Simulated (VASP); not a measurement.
# GaN (kx): single point with LDA

The system is GaN (kx).

```
Ga N
1.0
     0.00000    2.13524    2.13524
     2.13524    0.00000    2.13524
     2.13524    2.13524    0.00000
Ga N
1 1
Direct
  0.00000 0.00000 0.00000
  0.50000 0.50000 0.50000
```

```json
{
  "Program": "VASP 6.6.1",
  "Task": "single point",
  "Functional": "LDA",
  "Potentials or basis": "VASP PAW LDA potentials, release 64 (Ga_d, N)",
  "Cutoff": "600 eV",
  "k mesh": "14 × 14 × 14",
  "Occupations": "gaussian, width 0.01 eV",
  "Spin": "no spin polarisation",
  "Dipole correction": "no",
  "Further INCAR settings": "ALGO = Normal; EDIFF = 1e-06; NBANDS = 16"
}
```

| Property | Result |
| --- | --- |
| Pressure | -12.5 GPa |
| Band gap on the k mesh | 0.22 eV, indirect (least direct gap 2.45 eV) |

Levels at points of the mesh, in eV from the valence-band top:
```csv
k point,band 5,band 6,band 7,band 8,band 9,band 10,band 11,band 12,band 13,band 14
"(0.00, 0.00, 0.00)",-14.02,-14.02,-0.50,-0.50,-0.50,1.95,14.47,14.47,14.47,15.09
"(0.50, 0.00, 0.00)",-13.90,-13.78,-8.18,-0.17,-0.17,4.53,8.71,8.71,8.83,15.93
"(0.50, 0.50, 0.00)",-13.85,-10.93,-6.94,-2.97,-2.97,0.22,7.73,11.46,13.87,13.87
```

Wall time 9.2 s on 1 thread of Intel(R) Xeon(R) 6975P-C (Granite Rapids), on a shared host, peak memory 0.15 GiB.

A k mesh can miss the band edges.
